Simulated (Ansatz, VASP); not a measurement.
## Ti: VASP beside Ansatz

Contents of POSCAR:

```
Ti
1.0
    4.5680217069      0.0000000000      0.0000000000
   -2.2840108534      3.9560228432      0.0000000000
    0.0000000000      0.0000000000      2.8245629321
Ti
3
Direct
    0.0000000000      0.0000000000      0.0000000000
    0.3333333333      0.6666666667      0.5000000000
    0.6666666667      0.3333333333      0.5000000000
```

File INCAR.step1:

```
  PREC = Accurate
  ENCUT = 520
  ISMEAR = 0
  SIGMA = 0.15
  LREAL = F
  LASPH = T
  NELM = 80
  NBANDS = 25
  GGA = PE
  ALGO = Normal
  EDIFF = 1E-4
  LWAVE = T
  LCHARG = F
```

Contents of INCAR.step2:

```
  PREC = Accurate
  ENCUT = 520
  EDIFF = 1E-6
  ISMEAR = 0
  SIGMA = 0.15
  LREAL = F
  LASPH = T
  NELM = 80
  ALGO = Normal
  ISIF = 2
  LWAVE = F
  LCHARG = F
  METAGGA = R2SCAN
  LMIXTAU = T
  NBANDS = 25
  ISTART = 1
```

File KPOINTS:

```
Automatic mesh
0
Gamma
  12 12 12
```

Input for Ansatz:

```yaml
crystal:
  lattice:
    - [4.5680217069, 0.0, 0.0]
    - [-2.2840108534, 3.9560228432, 0.0]
    - [0.0, 0.0, 2.8245629321]
  atoms:
    - { symbol: Ti, position: [0.0, 0.0, 0.0] }
    - { symbol: Ti, position: [0.3333333333, 0.6666666667, 0.5] }
    - { symbol: Ti, position: [0.6666666667, 0.3333333333, 0.5] }
basis:
  ecutwfc: 500
kpoints:
  mp_grid: { grid: [12, 12, 12] }
hamiltonian:
  xc: r2scan
scf:
  occupations: { method: gaussian, width: 0.15 }
output:
  forces: true
  stress: true
  eigenvalues: true
  write_density: true
  write_potential: true
  elf: true
  volumetric_format: npy
```

Alike in both runs: task single point; functional r2SCAN; k mesh 12 × 12 × 12; occupations gaussian, width 0.15 eV; no spin polarisation.

|  | VASP | Ansatz |
| --- | --- | --- |
| version | VASP 6.6.1 | Ansatz 0.2.0 |
| potentials or method | VASP PAW PBE potentials, release 64 (Ti_sv), cutoff 520 eV | scalar-relativistic, plane waves, PAW |
| valence electrons in the cell | 36 | 36 |

```csv
,VASP,Ansatz,Ansatz less VASP
gap on the k mesh at the Fermi level (eV),none,none,-
pressure (GPa),0.4,0.0,-0.42
"traceless stress, the component that is largest in VASP (GPa)",0.02,0.07,+0.042
```

VASP's potentials were made for PBE, not for r2SCAN. A gap of «none» marks a metal or a gap that the smearing closes. With one functional, cell and mesh, what is left measures potentials, basis and numerics.
